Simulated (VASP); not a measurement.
# H19C2NO8 in VASP: further runs, part 3 of 3

VASP 6.6.1. The steps go on from the part before.

### 5 Single point, PBE

This run uses another cell than the first one, of 14.17 Å³/atom, 1.786 times its volume.

INCAR reads:

```
SYSTEM = H19C2NO8
  PREC = Accurate
  ENCUT = 520
  EDIFF = 1E-7
  ISMEAR = -1
  SIGMA = 0.05
  LREAL = Auto
  LASPH = .TRUE.
  NELM = 80
  ALGO = Normal
  ISIF = 2
  LWAVE = .FALSE.
  LCHARG = .FALSE.
  GGA = PE
  NBANDS = 61
```

KPOINTS reads:

```
regular mesh
0
G
  1 1 1
  0 0 0
```

POSCAR reads:

```
H19C2NO8
1.0
    7.5190630000      0.0000000000      0.0000000000
    0.0000000000      7.5190630000      0.0000000000
    0.0000000000      0.0000000000      7.5190630000
O H C N
8 19 2 1
Direct
    0.1864727028      0.8177481689      0.7965753180
    0.0467877447      0.2778404703      0.7590972439
    0.0724292375      0.5698981376      0.5446024325
    0.4345222270      0.9961214582      0.5762819117
    0.7893802725      0.0277029199      0.9639498964
    0.5464510671      0.7582327745      0.3209974434
    0.3163160091      0.3104376170      0.3720676366
    0.8901375078      0.8286404835      0.2421578327
    0.2294966806      0.7742321084      0.9133850853
    0.2784921472      0.8908423829      0.7371397207
    0.1432359325      0.3079240060      0.8372452791
    0.0475591174      0.3757516063      0.6742994440
    0.1196957653      0.6592443766      0.6330310040
   -0.0056921986      0.6217530030      0.4528755777
    0.4008478184      1.1017862199      0.5094251770
    0.4802726084      0.9132919886      0.4854860240
    0.8846448022      0.0570815805      0.8799633678
    0.7176825091     -0.0621885998      0.8983699166
    0.6740334534      0.7789534414      0.3050646071
    0.5025493203      0.7117243199      0.2032434095
    0.2404953915      0.4104899773      0.4195469568
    0.3963791765      0.3629840580      0.2864984640
    0.9674609722      0.9118290404      0.3084426876
    0.8733003035      0.9095016227      0.1370516512
    0.5747524658      0.3941714546      0.6166060851
    0.7654145204      0.5101832502      0.7097426900
    0.7096894919      0.3025509960      0.8115505882
    0.6500145031      0.4242283912      0.7405311008
    0.5432724796      0.5263820771      0.8719703506
    0.4475690655      0.5917625640      0.9744033266
```

Launch:

```console
$ cat potpaw_PBE.64/O/POTCAR potpaw_PBE.64/H/POTCAR potpaw_PBE.64/C/POTCAR potpaw_PBE.64/N/POTCAR > POTCAR
$ mpirun -np 1 vasp_gam > vasp.out
```

Run time: 66 s. Hardware: 1 thread of AMD EPYC 7R13 (Zen 3), shared host; peak memory 0.36 GiB.

Results (log left out):

- Free energy: -153.5613 eV
- Pressure: -1.1 GPa
- Largest force: 1.867 eV/Å
- Band gap on the k mesh: 4.52 eV

Forces on the atoms (eV/Å):
```
O   -0.403 -0.348  0.403
O   -0.323 -0.657  0.235
O    0.043 -0.135 -0.232
O    0.127 -0.216  0.458
O   -0.382 -0.718 -0.669
O   -0.826 -0.621 -0.753
O   -0.720  0.463  0.656
O    1.053  1.122  0.275
H    0.078  0.308 -0.961
H    0.227  0.021  0.013
H    0.451 -0.057  0.475
H   -0.172  0.404 -0.505
H   -0.366  0.210 -0.424
H    0.495  0.157  0.583
H   -0.272  0.386 -0.121
H   -0.160 -0.216 -0.203
H    0.182  0.214 -0.039
H    0.360  0.708  0.450
H    0.415  0.122 -0.207
H    0.328  0.443  1.056
H    0.616 -0.673 -0.334
H    0.117  0.281 -0.208
H   -0.256 -0.672  0.273
H   -0.563 -0.505 -0.344
H    0.125  0.009  0.597
H   -0.145 -0.225 -0.219
H   -0.817  0.974 -0.804
C    0.473  0.245  1.299
C    0.280 -1.388 -1.216
N    0.033  0.365  0.464
```

Stress tensor (GPa, compression positive):
```
-0.31 -0.04 -0.45
-0.04 -1.35 -0.66
-0.45 -0.66 -1.76
```

Levels at points of the mesh, in eV from the valence-band top:
| k point | band 37 | band 38 | band 39 | band 40 | band 41 | band 42 | band 43 | band 44 |
| --- | --- | --- | --- | --- | --- | --- | --- | --- |
| (0.00, 0.00, 0.00) | -0.44 | -0.21 | -0.14 | 0.00 | 4.52 | 5.57 | 5.73 | 6.83 |

Caveat: the k points lie up to 0.84 Å⁻¹ apart.

### 6 Single point, PBE

This run uses another cell than the first one, of 14.17 Å³/atom, 1.786 times its volume.

INCAR reads:

```
PREC = Accurate ; ENCUT = 520
EDIFF = 1E-6 ; ISMEAR = -1
SIGMA = 0.05 ; LREAL = Auto
LASPH = True ; NELM = 80
ALGO = Normal ; ISIF = 2
LWAVE = False ; LCHARG = False
GGA = PE ; NBANDS = 61
```

KPOINTS reads:

```
regular mesh
0
Gamma
  1 1 1
```

POSCAR reads:

```
H19C2NO8
1.0
    7.5190630000      0.0000000000      0.0000000000
    0.0000000000      7.5190630000      0.0000000000
    0.0000000000      0.0000000000      7.5190630000
O H C N
8 19 2 1
Direct
    0.1891725073      0.8152877559      0.7776234885
    0.0155870485      0.2569336099      0.7546818001
    0.1090827408      0.5979202462      0.5277386291
    0.4402011261      1.0102189595      0.6017638102
    0.7779293776      0.0384622392      0.9052856719
    0.5268209616      0.7973333911      0.3229391747
    0.3295490409      0.3266231444      0.3717484479
    0.8911349725      0.8420331097      0.2215169630
    0.2666555660      0.7517293046      0.8662116543
    0.2731989345      0.8918664467      0.7149561056
    0.1269972070      0.2147342029      0.8148887701
    0.0479847023      0.3578637391      0.6836889118
    0.1295640162      0.7031328239      0.6068176314
    0.0214787401      0.6391487876      0.4434196123
    0.4230846317      1.1240230332      0.5400672930
    0.4763492472      0.9275623838      0.5042117615
    0.8704941028      0.1061701438      0.8453313930
    0.6695116133      0.0456971833      0.8345853732
    0.6568770603      0.7982776577      0.3084160885
    0.4804455023      0.7524341796      0.2171414178
    0.2731723354      0.4190947728      0.4477951575
    0.3776933376      0.3892373292      0.2657910966
    0.9159917931      0.9341057523      0.3022983050
    0.8753218320      0.8956169140      0.1022068840
    0.5623174058      0.3677851881      0.6479530761
    0.7444943605      0.5113137102      0.6929586838
    0.7065907015      0.3247479107      0.8309413021
    0.6437105262      0.4253056531      0.7578869867
    0.5285499004      0.5194397227      0.8738721833
    0.4297875945      0.5761888150      0.9798295346
```

Potentials or basis: VASP PAW PBE potentials, release 64 (O, H, C, N).

Launch:

```console
$ cat potpaw_PBE.64/O/POTCAR potpaw_PBE.64/H/POTCAR potpaw_PBE.64/C/POTCAR potpaw_PBE.64/N/POTCAR > POTCAR
$ mpirun -np 1 vasp_gam > vasp.out
```

Wall time 55 s (1 thread of AMD EPYC 7R13 (Zen 3), shared host); peak memory 0.36 GiB.

The run converged. Its results:

```yaml
Free_energy: -153.3878 eV
Pressure: 0.4 GPa
Largest_force: 2.698 eV/Å
Band_gap_on_the_k_mesh: 4.88 eV
```

Forces on the atoms (eV/Å):
```
O    0.277 -0.392  1.205
O    1.231 -1.258  1.195
O   -0.169 -0.393 -0.027
O    0.330  0.090  0.012
O   -0.411 -0.524  0.719
O    1.114  0.750  2.340
O    0.333  0.342 -0.055
O   -0.463 -1.524 -1.024
H   -0.796  0.299 -0.689
H    0.561  0.687 -0.344
H   -1.064  0.517 -0.747
H    0.275  0.956 -0.599
H    0.271 -0.392  0.602
H   -0.202 -0.094 -0.629
H   -0.226 -0.088 -0.205
H   -0.234  0.116 -0.031
H    0.052  0.251 -0.499
H    0.146 -0.209 -0.165
H    0.050  0.041 -0.399
H   -1.000 -0.873 -2.013
H    0.036  0.036 -0.730
H   -0.403 -0.278  0.873
H    0.473  1.520  0.855
H   -0.154  0.102  0.280
H    0.292  0.068  0.312
H   -0.222 -0.094  0.339
H    0.895 -1.291  0.848
C   -0.547  1.194 -2.178
C   -0.698  0.257  0.992
N    0.255  0.184 -0.236
```

Stress tensor (GPa, compression positive):
```
 0.24  0.42 -0.18
 0.42  1.14  0.81
-0.18  0.81 -0.04
```

Levels at points of the mesh, in eV from the valence-band top:
```csv
k point,band 36,band 37,band 38,band 39,band 40,band 41,band 42,band 43,band 44,band 45
"(0.00, 0.00, 0.00)",-0.21,-0.18,-0.11,-0.03,0.00,4.88,5.73,5.87,7.03,7.63
```

Caveat: the k points lie up to 0.84 Å⁻¹ apart.

### 7 Single point, PBE

This run uses another cell than the first one, of 14.17 Å³/atom, 1.786 times its volume.

Changes to INCAR since step 6:

```diff
@@ -3,3 +3,3 @@
 SIGMA = 0.05 ; LREAL = Auto
-LASPH = True ; NELM = 80
+LASPH = True ; NELM = 60
 ALGO = Normal ; ISIF = 2
```

KPOINTS reads:

```
Automatic mesh
0
Gamma
  1 1 1
```

POSCAR reads:

```
H19C2NO8
1.0
    7.5190630000      0.0000000000      0.0000000000
    0.0000000000      7.5190630000      0.0000000000
    0.0000000000      0.0000000000      7.5190630000
O H C N
8 19 2 1
Direct
    0.1957291753      0.8539893867      0.7650421336
   -0.0013964506      0.2658974928      0.7323651897
    0.1166102744      0.5858575729      0.5199451049
    0.4626241328      1.0277743384      0.6112197757
    0.7356501734      0.0335813119      0.8722097421
    0.5276854310      0.8133859232      0.3562810951
    0.3600182629      0.3304002108      0.3900751995
    0.8947258455      0.8641901258      0.2128855683
    0.2347100962      0.7901383457      0.8673155152
    0.2956751393      0.9252216666      0.7241061818
    0.1016217047      0.1967665386      0.7024412483
    0.0102140386      0.3729720046      0.6531797912
    0.1408952153      0.6782760033      0.6124433324
    0.0455375889      0.6385636083      0.4236166129
    0.4419167654      1.1459805564      0.5591787168
    0.4796741296      0.9470727935      0.4995037281
    0.8303295238      0.0784539244      0.7850180268
    0.6489239417     -0.0150949660      0.7913619024
    0.6480328732      0.8208868578      0.3018461210
    0.4594854439      0.7187065729      0.2918847734
    0.2849956171      0.4252258559      0.4431403221
    0.3125123436      0.3302273169      0.2712173046
    0.9754938880      0.9629524317      0.2334732400
    0.8491616575      0.8933293949      0.0939478762
    0.5923610429      0.4579692975      0.6070836220
    0.7653214237      0.5206765790      0.7560383521
    0.6759086870      0.3079905036      0.7894467702
    0.6405186391      0.4462657116      0.7457977144
    0.5109679225      0.5206632795      0.8722097421
    0.4120194232      0.5996358855      0.9545471291
```

Launch:

```console
$ cat potpaw_PBE.64/O/POTCAR potpaw_PBE.64/H/POTCAR potpaw_PBE.64/C/POTCAR potpaw_PBE.64/N/POTCAR > POTCAR
$ mpirun -np 1 vasp_gam > vasp.out
```

Wall time 50 s (1 thread of AMD EPYC 7R13 (Zen 3), shared host); peak memory 0.36 GiB.

It converged, with:

```yaml
Free_energy: -153.4794 eV
Pressure: -0.1 GPa
Largest_force: 4.626 eV/Å
Band_gap_on_the_k_mesh: 4.47 eV
```

Forces on the atoms (eV/Å):
```
O   -1.594 -0.094 -0.684
O   -0.267  1.075 -0.633
O   -0.266 -0.309 -0.236
O    0.070 -0.348 -0.965
O    1.952  0.457 -0.521
O   -0.015 -1.195 -1.079
O   -0.228  0.510  0.555
O   -0.111 -0.034 -0.117
H    0.499 -0.616  0.992
H    0.872  0.464 -0.479
H    0.628 -0.525 -0.056
H   -0.012 -0.681  0.539
H    0.007  0.390 -0.159
H    0.228  0.074  0.450
H   -0.044 -0.136 -0.027
H   -0.128  0.589  1.107
H   -0.930 -0.320  1.360
H   -0.856 -0.150 -0.471
H   -0.401  0.028  0.210
H    0.723  0.963  0.502
H    0.072 -0.015  0.241
H    0.115 -0.341 -0.713
H    0.011  0.031  0.256
H   -0.159  0.018 -0.341
H   -0.046 -0.268  0.372
H   -0.037  0.267  0.090
H   -0.412  0.485 -0.513
C   -0.131 -0.413  0.877
C    3.033 -1.586 -3.112
N   -2.573  1.681  2.556
```

Stress tensor (GPa, compression positive):
```
 0.60 -0.65 -0.31
-0.65 -0.26  0.93
-0.31  0.93 -0.69
```

Levels at points of the mesh, in eV from the valence-band top:
```csv
k point,band 36,band 37,band 38,band 39,band 40,band 41,band 42,band 43,band 44,band 45
"(0.00, 0.00, 0.00)",-0.81,-0.63,-0.48,-0.35,0.00,4.47,6.07,6.20,7.09,7.12
```

Caveat: the k points lie up to 0.84 Å⁻¹ apart.

### 8 The runs side by side

```csv
cell,gap on the mesh (eV),pressure (GPa),largest force (eV/Å)
"a = 6.303, b = 6.318, c = 5.977 Å, 30 atoms",5.24,10.8,2.64
"a = 6.814, b = 6.216, c = 5.588 Å, 30 atoms",4.93,4.3,2.15
"a = 6.837, b = 6.841, c = 6.095 Å, 30 atoms",4.49,1.7,2.43
"a = 7.519 Å, 30 atoms",4.47,-0.1,4.63
```

Some of these runs hold the atoms at other places in the same cell, which the table doesn't show; runs alike in all that it shows share one row.

Alike in all rows: task single point; level PBE; potentials or basis VASP PAW PBE potentials, release 64 (O, H, C, N); no spin polarisation; k mesh 1 × 1 × 1; cutoff (eV) 520; smearing fermi-dirac 0.05 eV.

Caveats: all runs use coarse meshes.

Absolute energies hang on the potentials; compare differences alone.
